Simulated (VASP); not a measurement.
# NaF (Fm-3m) in VASP: further runs, part 2 of 2

VASP 6.6.1. Earlier steps stand in the parts before.

## Step 5: Single point, PBE

This run uses another cell than the first one, of 13.86 Å³/atom.

Contents of INCAR:

```
SYSTEM = NaF
PREC = Accurate ; ENCUT = 600
EDIFF = 1E-6 ; ISMEAR = -1
SIGMA = 0.1 ; LREAL = .FALSE.
LASPH = .TRUE. ; NELM = 120
ALGO = Normal ; ISIF = 2
LWAVE = .FALSE. ; LCHARG = .TRUE.
GGA = PE ; LELF = .TRUE.
LVHAR = .TRUE. ; NBANDS = 14
GGA_COMPAT = .FALSE.
```

Contents of KPOINTS:

```
Automatic mesh
0
G
  8 8 8
  0 0 0
```

Contents of POSCAR:

```
NaF
1.0
    0.0000000000      2.4018293478      2.4018293478
    2.4018293478      0.0000000000      2.4018293478
    2.4018293478      2.4018293478      0.0000000000
Na F
1 1
Direct
    0.0000000000      0.0000000000      0.0000000000
    0.5000000000      0.5000000000      0.5000000000
```

Potentials or basis: VASP PAW PBE potentials, release 64 (Na_pv, F).

Started as:

```bash
cat potpaw_PBE.64/Na_pv/POTCAR potpaw_PBE.64/F/POTCAR > POTCAR
mpirun -np 1 vasp_std > vasp.out
```

OUTCAR:

```text
SYSTEM = NaF
   PREC = Accurate
   ENCUT = 600
   EDIFF = 1E-6
   ISMEAR = -1
   LREAL = .FALSE.
   LASPH = .TRUE.
   NELM = 120
   ISIF = 2
   GGA = PE

 ion  position               nearest neighbor table
   1  0.000  0.000  0.000-
   2  0.500  0.500  0.500-

  LATTYP: Found a face centered cubic cell.
 ALAT       =     4.8036586956

  Lattice vectors:

 A1 = (   0.0000000000,   2.4018293478,   2.4018293478)
 A2 = (   2.4018293478,   0.0000000000,   2.4018293478)
 A3 = (   2.4018293478,   2.4018293478,   0.0000000000)

Analysis of symmetry for initial positions (statically):
=====================================================================
 Subroutine PRICEL returns:
 Original cell was already a primitive cell.

 Routine SETGRP: Setting up the symmetry group for a
 face centered cubic supercell.

 Subroutine GETGRP returns: Found 48 space group operations
 (whereof 48 operations were pure point group operations)
 out of a pool of 48 trial point group operations.

The static configuration has the point symmetry O_h .

Analysis of symmetry for dynamics (positions and initial velocities):
=====================================================================
 Subroutine PRICEL returns:
 Original cell was already a primitive cell.

 Routine SETGRP: Setting up the symmetry group for a
 face centered cubic supercell.

 Subroutine GETGRP returns: Found 48 space group operations
 (whereof 48 operations were pure point group operations)
 out of a pool of 48 trial point group operations.

The dynamic configuration has the point symmetry O_h .

 Subroutine INISYM returns: Found 48 space group operations
 (whereof 48 operations are pure point group operations),
 and found     1 'primitive' translations

----------------------------------------------------------------------------------------

                                     Primitive cell

  volume of cell :      27.7113

  direct lattice vectors                    reciprocal lattice vectors
     0.000000000  2.401829348  2.401829348    -0.208174657  0.208174657  0.208174657
     2.401829348  0.000000000  2.401829348     0.208174657 -0.208174657  0.208174657
     2.401829348  2.401829348  0.000000000     0.208174657  0.208174657 -0.208174657

  length of vectors
     3.396699638  3.396699638  3.396699638     0.360569082  0.360569082  0.360569082

  position of ions in fractional coordinates (direct lattice)
     0.000000000  0.000000000  0.000000000
     0.500000000  0.500000000  0.500000000

  ion indices of the primitive-cell ions
   primitive index   ion index
                 1           1
                 2           2

----------------------------------------------------------------------------------------

 KPOINTS: Automatic mesh

Automatic generation of k-mesh.
 Grid dimensions read from file:
 generate k-points for:    8    8    8

 Generating k-lattice:

  Cartesian coordinates                     Fractional coordinates (reciprocal lattice)
    -0.026021832  0.026021832  0.026021832     0.125000000  0.000000000  0.000000000
     0.026021832 -0.026021832  0.026021832     0.000000000  0.125000000  0.000000000
     0.026021832  0.026021832 -0.026021832     0.000000000  0.000000000  0.125000000

  Length of vectors
     0.045071135  0.045071135  0.045071135

  Shift w.r.t. Gamma in fractional coordinates (k-lattice)
     0.000000000  0.000000000  0.000000000

 Subroutine IBZKPT returns following result:
 ===========================================

 Found     29 irreducible k-points:

 Following reciprocal coordinates:
            Coordinates               Weight
  0.000000  0.000000  0.000000      1.000000
  0.125000  0.000000  0.000000      8.000000
  0.250000  0.000000  0.000000      8.000000
  0.375000  0.000000  0.000000      8.000000
  0.500000  0.000000  0.000000      4.000000
  0.125000  0.125000  0.000000      6.000000
[... 16 lines left out ...]
  0.500000  0.250000  0.125000     48.000000
 -0.375000  0.250000  0.125000     24.000000
 [... further k-points ...]
   k-points           NKPTS =     29   k-points in BZ     NKDIM =     29   number of bands    NBANDS=     14
   number of dos      NEDOS =    301   number of ions     NIONS =      2
   total plane-waves  NPLWV =  21952
   dimension x,y,z NGX =    28 NGY =   28 NGZ =   28
   dimension x,y,z NGXF=    56 NGYF=   56 NGZF=   56
   ions per type =               1   1
   NGX,Y,Z   is equivalent  to a cutoff of  13.70, 13.70, 13.70 a.u.
   NGXF,Y,Z  is equivalent  to a cutoff of  27.41, 27.41, 27.41 a.u.
 SYSTEM =  NaF
   PREC   = accura    normal or accurate (medium, high low for compatibility)
   ISTART =      0    job   : 0-new  1-cont  2-samecut
   ICHARG =      2    charge: 1-file 2-atom 10-const
   ISPIN  =      1    spin polarized calculation?
   LNONCOLLINEAR =      F non collinear calculations
   LSORBIT =      F    spin-orbit coupling
   LASPH  =      T    aspherical Exc in radial PAW
   ENCUT  =  600.0 eV  44.10 Ry    6.64 a.u.   6.78  6.78  6.78*2*pi/ulx,y,z
   NELM   =    120;   NELMIN=  2; NELMDL= -5     # of ELM steps
   EDIFF  = 0.1E-05   stopping-criterion for ELM
   LREAL  =      F    real-space projection
   EDIFFG = 0.1E-04   stopping-criterion for IOM
   NSW    =      0    number of steps for IOM
   IBRION =     -1    ionic relax: 0-MD 1-quasi-New 2-CG
   NFREE  =      0    steps in history (QN), initial steepest desc. (CG)
   ISIF   =      2    stress and relaxation
   ISYM   =      2    0-nonsym 1-usesym 2-fastsym
   POTIM  = 0.5000    time-step for ionic-motion
   TEBEG  =    0.0;   TEEND  =   0.0 temperature during run
   PSTRESS=    0.0 pullay stress
   NELECT =      14.0000    total number of electrons
   NUPDOWN=      -1.0000    fix difference up-down
   EMIN   =  10.00;   EMAX   =-10.00  energy-range for DOS
   EFERMI =   0.00;   METHOD = LEGACY
   ISMEAR =    -1;   SIGMA  =   0.10  broadening in eV -4-tet -1-fermi 0-gaus
   EFERMI_NEDOS =   21; number of points for ismear=-14 and -15
   IALGO  =     38    algorithm
   IMIX   =      4    mixing-type and parameters
     AMIX     =   0.40;   BMIX     =  1.00
     AMIX_MAG =   1.60;   BMIX_MAG =  1.00
  volume/ion in A,a.u.               =      13.86        93.50
  Fermi-wavevector in a.u.,A,eV,Ry     =   1.303863  2.463944 23.130711  1.700059
  Thomas-Fermi vector in A             =   2.434837
   LORBIT       =      0    0 simple, 1 ext, 2 COOP (PROOUT), +10 PAW based schemes
   GGA     = PE    functional components
   LHFCALC =     F    Hartree Fock is set to
   AEXX    =    0.0000 exact exchange contribution
   IVDW    =     0    specifies the selected vdW correction
   LEPSILON=     F    determine dielectric tensor
   LRPA    =     F    only Hartree local field effects (RPA)
 non-spin polarized calculation
  energy-cutoff  :      600.00
  volume of cell :       27.71
 maximum number of plane-waves:       941
   NGX = 13   NGY = 13   NGZ = 13

 number of electron      13.9999991 magnetization

 Free energy of the ion-electron system (eV)
  ---------------------------------------------------
  ext. energy  EPLUGINS =         0.00000000
  ---------------------------------------------------
  free energy    TOTEN  =        -8.55779417 eV

  energy without entropy =       -8.55779417  energy(sigma->0) =       -8.55779417

 E-fermi :  -0.1529     XC(G=0):  -8.6528

 val. band max:       -2.5171916913   @ k =   0.0000   0.0000   0.0000
 cond. band min:       3.2388984774   @ k =   0.0000   0.0000   0.0000
 fundamental gap:      5.7560901687
 Fermi energy:        -0.1528743519

 k-point     1 :       0.0000    0.0000    0.0000
  band No.  band energies     occupation
      1     -21.7979      2.00000
      2     -21.7979      2.00000
      3     -21.7979      2.00000
      4     -21.5263      2.00000
      5      -2.5172      2.00000
      6      -2.5172      2.00000
      7      -2.5172      2.00000
      8       3.2389      0.00000
      9      15.6893      0.00000
     10      15.6893      0.00000
     11      15.6893      0.00000
     12      18.3423      0.00000
     13      20.3960      0.00000
     14      20.3960      0.00000
[... 375 lines left out ...]
 k-point    24 :      -0.3750    0.2500    0.1250
  band No.  band energies     occupation
      1     -22.1778      2.00000
      2     -21.8354      2.00000
      3     -21.8194      2.00000
      4     -21.0233      2.00000
      5      -3.6469      2.00000
      6      -3.0104      2.00000
      7      -2.7977      2.00000
      8       8.5750      0.00000
      9       9.3493      0.00000
     10      13.5036      0.00000
     11      15.2369      0.00000
     12      18.4433      0.00000
     13      19.4101      0.00000
     14      23.7988      0.00000

 [... further k-points ...]
[... 5 lines left out ...]
  --------------------------------------------------------------------------------------
  -------------------------------------------------------------------------------------
  Total       -0.4765121     -0.4765121     -0.4765121     -0.0000000     -0.0000000      0.0000000
  in kB      -27.5504097    -27.5504097    -27.5504097     -0.0000000     -0.0000000      0.0000000
  external PRESSURE =     -27.5504097 kB  Pullay stress =       0.0000000 kB

 VOLUME and BASIS-vectors are now :
 -----------------------------------------------------------------------------
  energy-cutoff  :      600.00
  volume of cell :       27.71
      direct lattice vectors                 reciprocal lattice vectors
     0.000000000  2.401829348  2.401829348    -0.208174657  0.208174657  0.208174657
     2.401829348  0.000000000  2.401829348     0.208174657 -0.208174657  0.208174657
     2.401829348  2.401829348  0.000000000     0.208174657  0.208174657 -0.208174657

 POSITION                                       TOTAL-FORCE (eV/Angst)
 -----------------------------------------------------------------------------------
      0.00000      0.00000      0.00000        -0.000000      0.000000      0.000000
      2.40183      2.40183      2.40183         0.000000     -0.000000     -0.000000
 -----------------------------------------------------------------------------------
    total drift:                                0.000000      0.000000      0.000000

  FREE ENERGIE OF THE ION-ELECTRON SYSTEM (eV)
  ---------------------------------------------------
  free  energy   TOTEN  =        -8.5577941726 eV

  energy  without entropy=       -8.5577941725  energy(sigma->0) =       -8.55779417
```

OSZICAR:

```text
N       E                     dE             d eps       ncg     rms          rms(c)
DAV:   1     0.121015873094E+03    0.12102E+03   -0.81287E+03   832   0.127E+03
DAV:   2    -0.292894591063E+01   -0.12394E+03   -0.11376E+03   872   0.374E+02
DAV:   3    -0.942231520874E+01   -0.64934E+01   -0.64799E+01  1040   0.756E+01
DAV:   4    -0.947912088405E+01   -0.56806E-01   -0.56803E-01   902   0.758E+00
DAV:   5    -0.947971666096E+01   -0.59578E-03   -0.59578E-03  1016   0.789E-01    0.544E+00
DAV:   6    -0.856994721261E+01    0.90977E+00   -0.33259E+00   962   0.142E+01    0.194E+00
DAV:   7    -0.855591124030E+01    0.14036E-01   -0.30943E-02   842   0.209E+00    0.108E+00
DAV:   8    -0.855709231135E+01   -0.11811E-02   -0.34913E-02   860   0.402E+00    0.163E-01
DAV:   9    -0.855797977477E+01   -0.88746E-03   -0.48180E-03   968   0.641E-01    0.157E-01
DAV:  10    -0.855779441793E+01    0.18536E-03   -0.11883E-03   902   0.295E-01    0.738E-03
DAV:  11    -0.855779358065E+01    0.83727E-06   -0.23311E-05   956   0.992E-02    0.328E-03
DAV:  12    -0.855779417259E+01   -0.59194E-06   -0.23502E-06   878   0.225E-02
   1 F= -.85577942E+01 E0= -.85577942E+01  d E =-.585582E-10
```

Wall time 7.1 s (1 thread of AMD EPYC 9R45 (Zen 5), shared host); peak memory 0.12 GiB.

What came out:

```
Free energy            : -8.5578 eV
Pressure               : -2.8 GPa
Band gap on the k mesh : 5.76 eV
```

Levels at points of the mesh, in eV from the valence-band top:
| k point | band 4 | band 5 | band 6 | band 7 | band 8 | band 9 | band 10 | band 11 |
| --- | --- | --- | --- | --- | --- | --- | --- | --- |
| (0.00, 0.00, 0.00) | -19.01 | 0.00 | 0.00 | 0.00 | 5.76 | 18.21 | 18.21 | 18.21 |
| (0.50, 0.00, 0.00) | -18.41 | -1.37 | -0.20 | -0.20 | 10.14 | 11.57 | 18.96 | 18.96 |
| (0.50, 0.50, 0.00) | -18.82 | -1.11 | -0.35 | -0.35 | 12.29 | 12.57 | 12.92 | 18.41 |

## Step 6: Summary

```tsv
spin	cell	k mesh	smearing	gap on the mesh (eV)	pressure (GPa)
off	a = 3.233 Å, angles 60.0°, 2 atoms	8 × 8 × 8	tetrahedron	6.53	4.3
non-collinear, zero start, SOC	a = 3.233 Å, angles 60.0°, 2 atoms	3 × 3 × 3	methfessel-paxton 0.0680285 eV	-	4.4
off	a = 3.233 Å, angles 60.0°, 2 atoms	4 × 4 × 4, shifted	gaussian 0.1 eV	7.33	4.3
off	a = 3.397 Å, angles 60.0°, 2 atoms	8 × 8 × 8	fermi-dirac 0.1 eV	5.76	-2.8
```

Alike in all rows: task single point; level PBE; potentials or basis VASP PAW PBE potentials, release 64 (Na_pv, F); cutoff (eV) 600.

Caveats: some runs use coarse meshes; the cell stands under pressure (at least some runs); a shifted mesh leaves out Γ, where band edges can lie (at least some runs).

Total energies depend on the potentials used, so only differences within one code and one set of settings carry meaning.
